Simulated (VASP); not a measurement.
Crystal: GaAs.

```xyz
2
Lattice="0.0000 2.6920 2.8331 2.6920 0.0000 2.8331 2.6920 2.6920 0.0000" Properties=species:S:1:pos:R:3 pbc="T T T"
Ga    0.0000    0.0000    0.0000
As    1.3460    1.3460    1.4165
```

This cell differs from its parent crystal: biaxial xy strain -5.0%.

Base run:

```yaml
Program: VASP 6.6.1
Functional: HSE06
Potentials_or_basis: VASP PAW PBE potentials, release 64 (Ga_d, As)
Cutoff: 400 eV
k_mesh: 6 × 6 × 6
Occupations: gaussian, width 0.01 eV
Spin: no spin polarisation
```

Its results: band gap on the k mesh 1.64 eV (least direct gap 2.11 eV); pressure 9.7 GPa.

Q: The run is repeated on the same cell with these changes: functional from HSE06 to r2SCAN; cutoff from 400 eV to 550 eV; k mesh from 6 × 6 × 6 to 8 × 8 × 8. What comes out?

A: Band gap on the k mesh 1.33 eV (least direct gap 1.65 eV); pressure 9.4 GPa.

Several settings changed at once.

Caveats: the cell stands under pressure; the PAW data sets were made with another functional, which shifts forces and pressure a little.

A k mesh can miss the band edges.
